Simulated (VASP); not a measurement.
# La (Im-3m) in VASP: a series of runs, part 2 of 2

VASP 6.6.1. The steps go on from the part before.

## 3. Single point, PBE

This run uses another cell than the first one, of 37.68 Å³/atom, 1.193 times its volume.

The input, INCAR:

```
PREC = Accurate ; ENCUT = 520
EDIFF = 1E-6 ; ISMEAR = -1
SIGMA = 0.05 ; LREAL = F
LASPH = T ; NELM = 80
ALGO = Normal ; ISIF = 2
LWAVE = F ; LCHARG = F
GGA = PE ; NBANDS = 12
```

The input, KPOINTS:

```
Automatic mesh
0
Gamma
  14 14 14
```

The input, POSCAR:

```
La
1.0
   -2.1120340533      2.1120340533      2.1120340533
    2.1120340533     -2.1120340533      2.1120340533
    2.1120340533      2.1120340533     -2.1120340533
La
1
Direct
    0.0000000000      0.0000000000      0.0000000000
```

Potentials or basis: VASP PAW PBE potentials, release 64 (La).

Launch:

```sh
> cat potpaw_PBE.64/La/POTCAR > POTCAR
> mpirun -np 1 vasp_std > vasp.out
```

OUTCAR:

```text
PREC = Accurate
   ENCUT = 520
   EDIFF = 1E-6
   ISMEAR = -1
   LREAL = F
   LASPH = T
   NELM = 80
   ISIF = 2
   GGA = PE

 ion  position               nearest neighbor table
   1  0.000  0.000  0.000-

  LATTYP: Found a body centered cubic cell.
 ALAT       =     4.2240681066

  Lattice vectors:

 A1 = (  -2.1120340533,   2.1120340533,   2.1120340533)
 A2 = (   2.1120340533,  -2.1120340533,   2.1120340533)
 A3 = (   2.1120340533,   2.1120340533,  -2.1120340533)

Analysis of symmetry for initial positions (statically):
=====================================================================
 Subroutine PRICEL returns:
 Original cell was already a primitive cell.

 Routine SETGRP: Setting up the symmetry group for a
 body centered cubic supercell.

 Subroutine GETGRP returns: Found 48 space group operations
 (whereof 48 operations were pure point group operations)
 out of a pool of 48 trial point group operations.

The static configuration has the point symmetry O_h .

Analysis of symmetry for dynamics (positions and initial velocities):
=====================================================================
 Subroutine PRICEL returns:
[... 159 lines left out ...]
 Fermi energy:         7.7321729845

 k-point     1 :       0.0000    0.0000    0.0000
  band No.  band energies     occupation
      1     -25.1853      2.00000
      2      -8.1981      2.00000
      3      -8.1981      2.00000
      4      -8.1981      2.00000
      5       4.5367      2.00000
      6       9.1971      0.00000
      7       9.1971      0.00000
      8       9.1971      0.00000
      9       9.2204      0.00000
     10       9.2204      0.00000
     11       9.2204      0.00000
     12       9.9373      0.00000
[... 331 lines left out ...]
 k-point    24 :       0.3571    0.2857    0.0000
  band No.  band energies     occupation
      1     -24.9647      2.00000
      2      -9.2182      2.00000
      3      -9.0184      2.00000
      4      -8.3672      2.00000
      5       7.0040      2.00000
      6       7.9447      0.02812
      7       8.4039      0.00000
      8       9.4375      0.00000
      9       9.5253      0.00000
     10       9.6233      0.00000
     11       9.8512      0.00000
     12       9.8582      0.00000

 [... further k-points ...]
[... 5 lines left out ...]
  --------------------------------------------------------------------------------------
  -------------------------------------------------------------------------------------
  Total       -0.0018980     -0.0018980     -0.0018980     -0.0000000     -0.0000000      0.0000000
  in kB       -0.0806938     -0.0806938     -0.0806938     -0.0000000     -0.0000000      0.0000000
  external PRESSURE =      -0.0806938 kB  Pullay stress =       0.0000000 kB

 VOLUME and BASIS-vectors are now :
 -----------------------------------------------------------------------------
  energy-cutoff  :      520.00
  volume of cell :       37.68
      direct lattice vectors                 reciprocal lattice vectors
    -2.112034053  2.112034053  2.112034053     0.000000000  0.236738607  0.236738607
     2.112034053 -2.112034053  2.112034053     0.236738607  0.000000000  0.236738607
     2.112034053  2.112034053 -2.112034053     0.236738607  0.236738607  0.000000000

 POSITION                                       TOTAL-FORCE (eV/Angst)
 -----------------------------------------------------------------------------------
      0.00000      0.00000      0.00000         0.000000      0.000000      0.000000
 -----------------------------------------------------------------------------------
    total drift:                               -0.000000      0.000000      0.000000

  FREE ENERGIE OF THE ION-ELECTRON SYSTEM (eV)
  ---------------------------------------------------
  free  energy   TOTEN  =        -4.7689926237 eV

  energy  without entropy=       -4.7420072090  energy(sigma->0) =       -4.75549992
```

OSZICAR:

```text
N       E                     dE             d eps       ncg     rms          rms(c)
DAV:   1     0.985398261529E+02    0.98540E+02   -0.37868E+03  2528   0.114E+03
DAV:   2     0.150040334484E+01   -0.97039E+02   -0.93551E+02  3200   0.178E+02
DAV:   3    -0.443375617850E+01   -0.59342E+01   -0.56954E+01  3476   0.767E+01
DAV:   4    -0.476508600323E+01   -0.33133E+00   -0.32663E+00  4672   0.122E+01
DAV:   5    -0.477496364015E+01   -0.98776E-02   -0.98405E-02  4240   0.215E+00    0.209E+00
DAV:   6    -0.476474903942E+01    0.10215E-01   -0.11878E-02  4704   0.899E-01    0.125E+00
DAV:   7    -0.476494642217E+01   -0.19738E-03   -0.43836E-02  3332   0.161E+00    0.207E-01
DAV:   8    -0.476588939620E+01   -0.94297E-03   -0.23599E-03  4804   0.330E-01    0.220E-01
DAV:   9    -0.476564630982E+01    0.24309E-03   -0.19633E-04  4748   0.135E-01    0.252E-01
DAV:  10    -0.474600967915E+01    0.19637E-01   -0.10823E-01  3268   0.262E+00    0.104E+00
DAV:  11    -0.476844153201E+01   -0.22432E-01   -0.19001E-01  3148   0.404E+00    0.491E-01
DAV:  12    -0.476895080144E+01   -0.50927E-03   -0.17387E-02  4652   0.955E-01    0.327E-02
DAV:  13    -0.476898118894E+01   -0.30388E-04   -0.26314E-04  3548   0.100E-01    0.174E-02
DAV:  14    -0.476898527061E+01   -0.40817E-05   -0.25278E-05  4692   0.416E-02    0.288E-02
DAV:  15    -0.476899166915E+01   -0.63985E-05   -0.56971E-06  4676   0.262E-02    0.175E-02
DAV:  16    -0.476899262366E+01   -0.95451E-06   -0.10132E-07  2320   0.369E-03
   1 F= -.47689926E+01 E0= -.47554999E+01  d E =-.269854E-01
```

Run time: 45 s. Hardware: 1 thread of Intel Xeon Platinum 8488C (Sapphire Rapids), shared host; peak memory 0.21 GiB.

Results:

```yaml
Free_energy: -4.7690 eV
Pressure: 0.0 GPa
```

Caveat: spin-orbit coupling is left out, which moves the levels of the heavy elements.

## 4. Relaxation of cell and atoms, PBE

This run uses another cell than the first one, of 37.33 Å³/atom, 1.182 times its volume.

The input, INCAR:

```
PREC     = Accurate       # precision mode
ENCUT    = 600            # plane-wave cutoff, eV
EDIFF    = 1E-6           # SCF threshold, eV
ISMEAR   = -1             # smearing method
SIGMA    = 0.05           # smearing width, eV
LREAL    = F              # projectors in reciprocal space
LASPH    = T              # aspherical terms in the spheres
NELM     = 100            # most SCF steps
ALGO     = Normal         # electronic algorithm
ISIF     = 3              # what is computed and relaxed
LWAVE    = F              # write WAVECAR
LCHARG   = F              # write CHGCAR
GGA      = PE             # functional
IBRION   = 2              # ionic algorithm
NSW      = 60             # ionic steps
EDIFFG   = -0.005         # ionic threshold
```

The input, KPOINTS:

```
regular mesh
0
Gamma
  14 14 14
```

The input, POSCAR:

```
La
1.0
   -2.1053153331      2.1053153331      2.1053153331
    2.1053153331     -2.1053153331      2.1053153331
    2.1053153331      2.1053153331     -2.1053153331
La
1
Direct
    0.0000000000      0.0000000000      0.0000000000
```

Launch:

```sh
> cat potpaw_PBE.64/La/POTCAR > POTCAR
> mpirun -np 1 vasp_std > vasp.out
```

It took 86 s on 1 thread of Intel Xeon Platinum 8488C (Sapphire Rapids), shared host; peak memory 0.23 GiB.

The run converged. Its results:

| Quantity | Value |
| --- | --- |
| Free energy | -4.7697 eV |
| Relaxed volume | 37.73 Å³/atom |
| Relaxed cell | a = 3.660 Å, b = 3.660 Å, c = 3.660 Å, α = 109.47°, β = 109.47°, γ = 109.47° |
| Space group after relaxing (to 0.05 Å) | Im-3m (No. 229) |
| Energy gained by relaxing | 0.4 meV/atom |
| Ionic steps | 3 |
| Pressure after relaxing | 0.0 GPa |

Step by step:
| step | energy change (eV) | largest force (eV/Å) | pressure (GPa) | volume (Å³) |
| --- | --- | --- | --- | --- |
| 1 | 0.0000 | 0.0000 | 0.29 | 37.33 |
| 2 | -0.0004 | 0.0000 | 0.04 | 37.69 |
| 3 | -0.0004 | 0.0000 | 0.02 | 37.73 |

Final structure:
```
La
1.0
    -2.11291    2.11291    2.11291
     2.11291   -2.11291    2.11291
     2.11291    2.11291   -2.11291
La
1
Direct
  0.00000 0.00000 0.00000
```

Levels at points of the mesh, in eV from the Fermi level:
| k point | band 2 | band 3 | band 4 | band 5 | band 6 | band 7 | band 8 | band 9 |
| --- | --- | --- | --- | --- | --- | --- | --- | --- |
| (0.00, 0.00, 0.00) | -15.93 | -15.93 | -15.93 | -3.20 | 1.46 | 1.48 | 1.49 | 1.49 |
| (0.50, 0.00, 0.00) | -17.25 | -16.35 | -15.95 | -1.79 | -0.19 | 1.49 | 1.56 | 1.82 |
| (0.50, 0.50, 0.50) | -16.82 | -16.82 | -16.82 | -1.85 | -1.85 | 1.62 | 1.78 | 1.78 |

Caveat: spin-orbit coupling is left out, which moves the levels of the heavy elements.

## 5. Relaxation of cell and atoms, PBE

This run uses another cell than the first one, of 37.68 Å³/atom, 1.193 times its volume.

The input, INCAR:

```
SYSTEM = La
PREC = Accurate
ENCUT = 600
EDIFF = 1E-7
ISMEAR = -1
SIGMA = 0.05
LREAL = .False.
LASPH = .True.
NELM = 60
ALGO = Normal
ISIF = 3
LWAVE = .False.
LCHARG = .False.
GGA = PE
IBRION = 2
NSW = 45
EDIFFG = -0.005
```

The input, KPOINTS:

```
regular mesh
0
Gamma
  14 14 14
  0 0 0
```

The input, POSCAR:

```
La
1.0
   -2.1120340534      2.1120340534      2.1120340534
    2.1120340534     -2.1120340534      2.1120340534
    2.1120340534      2.1120340534     -2.1120340534
La
1
Direct
    0.0000000000      0.0000000000      0.0000000000
```

Launch:

```sh
> cat potpaw_PBE.64/La/POTCAR > POTCAR
> mpirun -np 1 vasp_std > vasp.out
```

Run time: 94 s. Hardware: 1 thread of Intel Xeon Platinum 8488C (Sapphire Rapids), shared host; peak memory 0.22 GiB.

The run converged. Its results:

| Property | Result |
| --- | --- |
| Free energy | -4.7697 eV |
| Relaxed volume | 37.74 Å³/atom |
| Relaxed cell | a = 3.660 Å, b = 3.660 Å, c = 3.660 Å, α = 109.47°, β = 109.47°, γ = 109.47° |
| Space group after relaxing (to 0.05 Å) | Im-3m (No. 229) |
| Energy gained by relaxing | 0.0 meV/atom |
| Ionic steps | 2 |
| Pressure after relaxing | 0.0 GPa |

Final structure:
```yaml
crystal:
  lattice:
    - [-2.11303, 2.11303, 2.11303]
    - [2.11303, -2.11303, 2.11303]
    - [2.11303, 2.11303, -2.11303]
  atoms:
    - { symbol: La, position: [0.00000, 0.00000, 0.00000] }
```

Levels at points of the mesh, in eV from the Fermi level:
```
           k point  band 2  band 3  band 4  band 5  band 6  band 7  band 8  band 9
(0.00, 0.00, 0.00)  -15.94  -15.94  -15.94   -3.20    1.46    1.46    1.47    1.48
(0.50, 0.00, 0.00)  -17.25  -16.35  -15.95   -1.79   -0.19    1.49    1.55    1.81
(0.50, 0.50, 0.50)  -16.82  -16.82  -16.82   -1.85   -1.85    1.62    1.78    1.78
```

Caveat: spin-orbit coupling is left out, which moves the levels of the heavy elements.

## 6. The runs side by side

| task | cell | cutoff (eV) | gap on the mesh (eV) | pressure (GPa) | relaxed volume (Å³/atom) |
| --- | --- | --- | --- | --- | --- |
| single point | a = 3.449 Å, angles 109.5°, 1 atom | 520 | none | 6.1 | - |
| single point | a = 3.658 Å, angles 109.5°, 1 atom | 520 | none | 0.0 | - |
| relaxation of cell and atoms | relaxed from a = 3.647 Å, angles 109.5°, 1 atom | 600 | none | 0.0 | 37.73 |
| relaxation of cell and atoms | relaxed from a = 3.658 Å, angles 109.5°, 1 atom | 600 | none | 0.0 | 37.74 |

Alike in all rows: level PBE; potentials or basis VASP PAW PBE potentials, release 64 (La); no spin polarisation; k mesh 14 × 14 × 14; smearing fermi-dirac 0.05 eV.

Caveats: spin-orbit coupling is left out, which moves the levels of the heavy elements.

Total energies depend on the potentials used, so only differences within one code and one set of settings carry meaning.
